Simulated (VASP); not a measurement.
# Nb (P6_3/mmc) in VASP: relaxation of cell and atoms with PBEsol

Aim: the relaxation of cell and atoms of Nb with PBEsol.

Program: VASP 6.6.1. These are calculated values, not measurements. Logs are shortened: lines on timing, memory, paths and dates and some standing lists are left out, and cuts for length are marked.

## Step 1: The cell of the first run

Symmetry: P6_3/mmc, No. 194, hexagonal system. Conventional cell: a = 2.833 Å, b = 2.833 Å, c = 15.561 Å, α = 90.00°, β = 90.00°, γ = 120.00°. Within 3.7 Å of Nb (site symmetry -6m2) lie 12 Nb at 2.83 to 3.07 Å. Within 3.7 Å of Nb (site symmetry 3m) lie 12 Nb at 2.83 to 3.07 Å.

This isn't the form of Nb at room conditions, which is bcc.

## Step 2: Relaxation of cell and atoms, PBEsol

INCAR

```
SYSTEM = Nb
PREC = Accurate
ENCUT = 600
EDIFF = 1E-7
ISMEAR = 0
SIGMA = 0.1
LREAL = .FALSE.
LASPH = .TRUE.
NELM = 60
ALGO = Fast
ISIF = 3
LWAVE = .FALSE.
LCHARG = .FALSE.
GGA = PS
IBRION = 2
NSW = 65
EDIFFG = -0.01
```

KPOINTS

```
regular mesh
0
G
  18 18 4
  0 0 0
```

POSCAR

```
Nb
1.0
    2.8330000565      0.0000000000      0.0000000000
   -1.4165000282      2.4534500178      0.0000000000
    0.0000000000      0.0000000000     15.5605810241
Nb
6
Direct
    0.0000000000      0.0000000000      0.0000000000
    0.3333333333      0.6666666667      0.1666666667
    0.6666666667      0.3333333333      0.3333333333
    0.0000000000      0.0000000000      0.5000000000
    0.6666666667      0.3333333333      0.6666666667
    0.3333333333      0.6666666667      0.8333333333
```

Potentials or basis: VASP PAW PBE potentials, release 64 (Nb_sv).

Started as:

```console
$ cat potpaw_PBE.64/Nb_sv/POTCAR > POTCAR
$ mpirun -np 1 vasp_std > vasp.out
```

OUTCAR:

```text
SYSTEM = Nb
   PREC = Accurate
   ENCUT = 600
   EDIFF = 1E-7
   ISMEAR = 0
   LREAL = .FALSE.
   LASPH = .TRUE.
   NELM = 60
   ISIF = 3
   GGA = PS
   IBRION = 2
   NSW = 65
   EDIFFG = -0.01

 ion  position               nearest neighbor table
   1  0.000  0.000  0.000-
   2  0.333  0.667  0.167-
   3  0.667  0.333  0.333-
   4  0.000  0.000  0.500-
   5  0.667  0.333  0.667-
   6  0.333  0.667  0.833-

  LATTYP: Found a hexagonal cell.
 ALAT       =     2.8330000565
 C/A-ratio  =     5.4926158538

  Lattice vectors:

 A1 = (   2.8330000565,   0.0000000000,   0.0000000000)
 A2 = (  -1.4165000282,   2.4534500178,   0.0000000000)
 A3 = (   0.0000000000,   0.0000000000,  15.5605810241)

Analysis of symmetry for initial positions (statically):
=====================================================================
 Subroutine PRICEL returns:
 Original cell was already a primitive cell.

 Routine SETGRP: Setting up the symmetry group for a
 hexagonal supercell.

 Subroutine GETGRP returns: Found 24 space group operations
 (whereof 12 operations were pure point group operations)
 out of a pool of 24 trial point group operations.

The static configuration has the point symmetry D_3h.
 The point group associated with its full space group is D_6h.

Analysis of symmetry for dynamics (positions and initial velocities):
=====================================================================
 Subroutine PRICEL returns:
 Original cell was already a primitive cell.

 Routine SETGRP: Setting up the symmetry group for a
 hexagonal supercell.

 Subroutine GETGRP returns: Found 24 space group operations
 (whereof 12 operations were pure point group operations)
 out of a pool of 24 trial point group operations.

The dynamic configuration has the point symmetry D_3h.
 The point group associated with its full space group is D_6h.

 Subroutine INISYM returns: Found 24 space group operations
 (whereof 12 operations are pure point group operations),
 and found     1 'primitive' translations

----------------------------------------------------------------------------------------

                                     Primitive cell

  volume of cell :     108.1557

  direct lattice vectors                    reciprocal lattice vectors
     2.833000056  0.000000000  0.000000000     0.352982697  0.203794655  0.000000000
    -1.416500028  2.453450018  0.000000000     0.000000000  0.407589310  0.000000000
     0.000000000  0.000000000 15.560581024     0.000000000  0.000000000  0.064264952

  length of vectors
     2.833000056  2.833000056 15.560581024     0.407589310  0.407589310  0.064264952

  position of ions in fractional coordinates (direct lattice)
     0.000000000  0.000000000  0.000000000
     0.333333333  0.666666667  0.166666667
     0.666666667  0.333333333  0.333333333
     0.000000000  0.000000000  0.500000000
     0.666666667  0.333333333  0.666666667
     0.333333333  0.666666667  0.833333333

  ion indices of the primitive-cell ions
   primitive index   ion index
                 1           1
                 2           2
                 3           3
                 4           4
                 5           5
                 6           6

----------------------------------------------------------------------------------------

 KPOINTS: regular mesh

Automatic generation of k-mesh.
 Grid dimensions read from file:
 generate k-points for:   18   18    4

 Generating k-lattice:

  Cartesian coordinates                     Fractional coordinates (reciprocal lattice)
     0.019610150  0.011321925  0.000000000     0.055555556  0.000000000  0.000000000
     0.000000000  0.022643851  0.000000000     0.000000000  0.055555556  0.000000000
     0.000000000  0.000000000  0.016066238     0.000000000  0.000000000  0.250000000

  Length of vectors
     0.022643851  0.022643851  0.016066238

  Shift w.r.t. Gamma in fractional coordinates (k-lattice)
     0.000000000  0.000000000  0.000000000

 Subroutine IBZKPT returns following result:
 ===========================================

 Found    111 irreducible k-points:

 Following reciprocal coordinates:
            Coordinates               Weight
  0.000000  0.000000  0.000000      1.000000
  0.055556  0.000000  0.000000      6.000000
  0.111111  0.000000  0.000000      6.000000
  0.166667  0.000000  0.000000      6.000000
  0.222222  0.000000  0.000000      6.000000
  0.277778 -0.000000  0.000000      6.000000
[... 16 lines left out ...]
  0.333333  0.111111  0.000000     12.000000
  0.388889  0.111111  0.000000     12.000000
 [... further k-points ...]
   k-points           NKPTS =    111   k-points in BZ     NKDIM =    111   number of bands    NBANDS=     46
   number of dos      NEDOS =    301   number of ions     NIONS =      6
   total plane-waves  NPLWV =  72576
   dimension x,y,z NGX =    24 NGY =   24 NGZ =  126
   dimension x,y,z NGXF=    48 NGYF=   48 NGZF=  252
   ions per type =               6
   NGX,Y,Z   is equivalent  to a cutoff of  14.08, 14.08, 13.46 a.u.
   NGXF,Y,Z  is equivalent  to a cutoff of  28.17, 28.17, 26.92 a.u.
 SYSTEM =  Nb
   PREC   = accura    normal or accurate (medium, high low for compatibility)
   ISTART =      0    job   : 0-new  1-cont  2-samecut
   ICHARG =      2    charge: 1-file 2-atom 10-const
   ISPIN  =      1    spin polarized calculation?
   LNONCOLLINEAR =      F non collinear calculations
   LSORBIT =      F    spin-orbit coupling
   LASPH  =      T    aspherical Exc in radial PAW
   ENCUT  =  600.0 eV  44.10 Ry    6.64 a.u.   5.66  5.66 31.08*2*pi/ulx,y,z
   NELM   =     60;   NELMIN=  2; NELMDL= -5     # of ELM steps
   EDIFF  = 0.1E-06   stopping-criterion for ELM
   LREAL  =      F    real-space projection
   EDIFFG = -.1E-01   stopping-criterion for IOM
   NSW    =     65    number of steps for IOM
   IBRION =      2    ionic relax: 0-MD 1-quasi-New 2-CG
   NFREE  =      1    steps in history (QN), initial steepest desc. (CG)
   ISIF   =      3    stress and relaxation
   ISYM   =      2    0-nonsym 1-usesym 2-fastsym
   POTIM  = 0.5000    time-step for ionic-motion
   TEBEG  =    0.0;   TEEND  =   0.0 temperature during run
   PSTRESS=    0.0 pullay stress
   NELECT =      78.0000    total number of electrons
   NUPDOWN=      -1.0000    fix difference up-down
   EMIN   =  10.00;   EMAX   =-10.00  energy-range for DOS
   EFERMI =   0.00;   METHOD = LEGACY
   ISMEAR =     0;   SIGMA  =   0.10  broadening in eV -4-tet -1-fermi 0-gaus
   EFERMI_NEDOS =   21; number of points for ismear=-14 and -15
   IALGO  =     68    algorithm
   IMIX   =      4    mixing-type and parameters
     AMIX     =   0.40;   BMIX     =  1.00
     AMIX_MAG =   1.60;   BMIX_MAG =  1.00
  volume/ion in A,a.u.               =      18.03       121.65
  Fermi-wavevector in a.u.,A,eV,Ry     =   1.468103  2.774312 29.324992  2.155326
  Thomas-Fermi vector in A             =   2.583641
   LORBIT       =      0    0 simple, 1 ext, 2 COOP (PROOUT), +10 PAW based schemes
   GGA     = PS    functional components
   LHFCALC =     F    Hartree Fock is set to
   AEXX    =    0.0000 exact exchange contribution
   IVDW    =     0    specifies the selected vdW correction
   LEPSILON=     F    determine dielectric tensor
   LRPA    =     F    only Hartree local field effects (RPA)
 conjugate gradient relaxation of ions
 non-spin polarized calculation
 RMM-DIIS sequential band-by-band and
 Gauss-broadening in eV      SIGMA  =   0.10
  energy-cutoff  :      600.00
  volume of cell :      108.16
 maximum number of plane-waves:      3663
 NGX is ok and might be reduce to    24
   NGX = 11   NGY = 11   NGZ = 63

--------------------------------------- Ionic step        1  -------------------------------------------

 number of electron      78.0000005 magnetization

 Free energy of the ion-electron system (eV)
  ---------------------------------------------------
  ext. energy  EPLUGINS =         0.00000000
  ---------------------------------------------------
  free energy    TOTEN  =       -63.87365480 eV

  energy without entropy =      -63.82827818  energy(sigma->0) =      -63.85096649

------------------------ aborting loop EDIFF was not reached (unconverged)  ----------------------------

  FORCE on cell =-STRESS in cart. coord.  units (eV):
  Direction    XX          YY          ZZ          XY          YZ          ZX
  --------------------------------------------------------------------------------------
  -------------------------------------------------------------------------------------
  Total       -0.1523998     -0.1523998      0.2700247     -0.0000000     -0.0000000      0.0000000
  in kB       -2.2575917     -2.2575917      4.0000414     -0.0000000     -0.0000000      0.0000000
  external PRESSURE =      -0.1717140 kB  Pullay stress =       0.0000000 kB
[... 27 lines left out ...]
--------------------------------------- Ionic step        2  -------------------------------------------

 number of electron      78.0000006 magnetization

------------------------ aborting loop because EDIFF is reached ----------------------------------------

  FORCE on cell =-STRESS in cart. coord.  units (eV):
  Direction    XX          YY          ZZ          XY          YZ          ZX
  --------------------------------------------------------------------------------------
  -------------------------------------------------------------------------------------
  Total        0.0108214      0.0108214      0.0756405      0.0000000      0.0000000     -0.0000000
  in kB        0.1603498      0.1603498      1.1208261      0.0000000      0.0000000     -0.0000000
  external PRESSURE =       0.4805086 kB  Pullay stress =       0.0000000 kB
[... 27 lines left out ...]
--------------------------------------- Ionic step        3  -------------------------------------------

 number of electron      78.0000006 magnetization

 Free energy of the ion-electron system (eV)
  ---------------------------------------------------
  ext. energy  EPLUGINS =         0.00000000
  ---------------------------------------------------
  free energy    TOTEN  =       -63.87424751 eV

  energy without entropy =      -63.82894827  energy(sigma->0) =      -63.85159789

 E-fermi :  11.3849     XC(G=0): -12.6109

 val. band max:       11.3838463261   @ k =   0.2778   0.2222   0.2500
 cond. band min:      11.3859484901   @ k =   0.2778   0.1111   0.2500
 fundamental gap:      0.0021021640
 Fermi energy:        11.3849167362

 k-point     1 :       0.0000    0.0000    0.0000
  band No.  band energies     occupation
      1     -43.2276      2.00000
      2     -43.1976      2.00000
      3     -43.1877      2.00000
      4     -43.1268      2.00000
      5     -43.1169      2.00000
      6     -43.0860      2.00000
[... 1165 lines left out ...]
     45      13.2460      0.00000
     46      14.5090      0.00000

 [... further k-points ...]

------------------------ aborting loop because EDIFF is reached ----------------------------------------

  FORCE on cell =-STRESS in cart. coord.  units (eV):
  Direction    XX          YY          ZZ          XY          YZ          ZX
  --------------------------------------------------------------------------------------
  -------------------------------------------------------------------------------------
  Total        0.0426829      0.0426829      0.0391962      0.0000000     -0.0000000      0.0000000
  in kB        0.6324990      0.6324990      0.5808314      0.0000000     -0.0000000      0.0000000
  external PRESSURE =       0.6152764 kB  Pullay stress =       0.0000000 kB
[... 21 lines left out ...]
  FREE ENERGIE OF THE ION-ELECTRON SYSTEM (eV)
  ---------------------------------------------------
  free  energy   TOTEN  =       -63.8742475135 eV

  energy  without entropy=      -63.8289482703  energy(sigma->0) =      -63.85159789

 reached required accuracy - stopping structural energy minimisation
```

It took 2.1 h on 1 thread of Oxide Virtual Turin-like, shared host; peak memory 0.56 GiB.

What came out:

```yaml
Free_energy: -63.8742 eV
Relaxed_volume: 18.02 Å³/atom
Relaxed_cell: a = 2.829 Å, b = 2.829 Å, c = 15.600 Å, α = 90.00°, β = 90.00°, γ = 120.00°
Space_group_after_relaxing_to_0.1_Å: P6_3/mmc (No. 194)
Energy_gained_by_relaxing: 0.1 meV/atom
Ionic_steps: 3
Pressure_after_relaxing: 0.1 GPa
Band_gap_on_the_k_mesh: zero (bands 39 and 40 overlap by 1.47 eV)
```

The path:
```csv
step,energy change (eV),largest force (eV/Å),pressure (GPa),volume (Å³)
1,0.0000,0.0169,-0.02,108.16
2,-0.0006,0.0034,0.05,108.13
3,-0.0006,0.0011,0.06,108.12
```

Final structure:
```yaml
crystal:
  lattice:
    - [2.82893, 0.00000, 0.00000]
    - [-1.41447, 2.44993, 0.00000]
    - [0.00000, 0.00000, 15.60016]
  atoms:
    - { symbol: Nb, position: [0.00000, 0.00000, 0.00000] }
    - { symbol: Nb, position: [0.33333, 0.66667, 0.16673] }
    - { symbol: Nb, position: [0.66667, 0.33333, 0.33327] }
    - { symbol: Nb, position: [0.00000, 0.00000, 0.50000] }
    - { symbol: Nb, position: [0.66667, 0.33333, 0.66673] }
    - { symbol: Nb, position: [0.33333, 0.66667, 0.83327] }
```

Caveat: the PAW data sets were made with another functional, which shifts forces and pressure a little.
